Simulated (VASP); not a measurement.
A run of VASP 6.6.1:

File INCAR:

```
SYSTEM = LaBr2
ALGO = Normal
EDIFF = 1E-6
ENCUT = 520
ISIF = 2
ISMEAR = -1
LASPH = .TRUE.
LCHARG = .FALSE.
LREAL = .FALSE.
LWAVE = .FALSE.
NBANDS = 34
NELM = 80
PREC = Accurate
SIGMA = 0.1
```

The input KPOINTS:

```
k-points
0
G
  7 7 2
  0 0 0
```

Contents of POSCAR:

```
LaBr2
1.0
    4.0988000000      0.0000000000      0.0000000000
   -2.0494000000      3.5496649300      0.0000000000
    0.0000000000      0.0000000000     13.9000000000
La Br
2 4
Direct
    0.0000000000      0.0000000000      0.2500000000
    0.0000000000      0.0000000000      0.7500000000
    0.3333333333      0.6666666667      0.3907000000
    0.6666666667      0.3333333333      0.8907000000
    0.3333333333      0.6666666667      0.1093000000
    0.6666666667      0.3333333333      0.6093000000
```

Potentials or basis: VASP PAW LDA potentials, release 64 (La, Br).

Launch:

```bash
$ cat potpaw_LDA.64/La/POTCAR potpaw_LDA.64/Br/POTCAR > POTCAR
$ mpirun -np 1 vasp_std > vasp.out
```

Hardware: 1 thread of Intel(R) Xeon(R) Platinum 8488C (Sapphire Rapids), on a shared host.

**Question.** How long does it take, and how much memory?

**Answer.** Wall time 97 s on 1 thread of Intel(R) Xeon(R) Platinum 8488C (Sapphire Rapids), with other jobs on the host, peak memory 0.29 GiB. Counts: scf iterations 15, k points 16.
